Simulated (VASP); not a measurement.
Set up this calculation in VASP 6.6.1, as the native input.

| Quantity | Value |
| --- | --- |
| Task | relaxation of cell and atoms |
| Functional | PBE |
| Potentials or basis | VASP PAW PBE potentials, release 64 (Zn, H) |
| Cutoff | 600 eV |
| k mesh | 8 × 8 × 8 |
| Occupations | gaussian, width 0.1 eV |
| Spin | no spin polarisation |
| Dipole correction | no |
| Further INCAR settings | ALGO = Normal; EDIFF = 1e-07; IBRION = 2; EDIFFG = -0.04; NSW = 90; ISIF = 3 |

The structure of Zn2H lies in POSCAR:

```
Zn2H
1.0
   -1.7076392659      1.7076392659      5.9374195124
    1.7076392659     -1.7076392659      5.9374195124
    1.7076392659      1.7076392659     -5.9374195124
Zn H
4 2
Direct
    0.4165000000      0.4165000000      0.0000000000
    0.1665000000      0.6665000000      0.5000000000
    0.3335000000      0.8335000000      0.5000000000
    0.5835000000      0.5835000000      0.0000000000
    0.0000000000      0.0000000000      0.0000000000
    0.7500000000      0.2500000000      0.5000000000
```

These files were run (other wordings do the same):

INCAR

```
PREC     = Accurate       # precision mode
ENCUT    = 600            # plane-wave cutoff, eV
EDIFF    = 1E-7           # SCF threshold, eV
ISMEAR   = 0              # smearing method
SIGMA    = 0.1            # smearing width, eV
LREAL    = F              # projectors in reciprocal space
LASPH    = T              # aspherical terms in the spheres
NELM     = 80             # most SCF steps
ALGO     = Normal         # electronic algorithm
ISIF     = 3              # what is computed and relaxed
LWAVE    = F              # write WAVECAR
LCHARG   = F              # write CHGCAR
GGA      = PE             # functional
IBRION   = 2              # ionic algorithm
NSW      = 90             # ionic steps
EDIFFG   = -0.04          # ionic threshold
```

KPOINTS

```
regular mesh
0
Gamma
  8 8 8
```

Potentials or basis: VASP PAW PBE potentials, release 64 (Zn, H).

The run is started by

```sh
$ cat potpaw_PBE.64/Zn/POTCAR potpaw_PBE.64/H/POTCAR > POTCAR
$ mpirun -np 1 vasp_std > vasp.out
```

It gave:

```
Relaxed volume                        : 12.28 Å³/atom
Relaxed cell                          : a = 9.651 Å, b = 9.651 Å, c = 9.651 Å, α = 163.36°, β = 163.36°, γ = 23.62°
Space group after relaxing (to 0.1 Å) : I4_1/amd (No. 141)
Energy gained by relaxing             : 1384.7 meV/atom
Ionic steps                           : 22
Pressure after relaxing               : 0.0 GPa
Largest force after relaxing          : 0.019 eV/Å
Band gap on the k mesh                : zero (bands 25 and 26 overlap by 3.19 eV)
```

Caveat: a cell axis changed by over 15 % at a fixed basis, so the end point is rough.

Wall time 52 min on 1 thread of Intel(R) Xeon(R) 6975P-C (Granite Rapids) (shared host), peak memory 0.52 GiB.
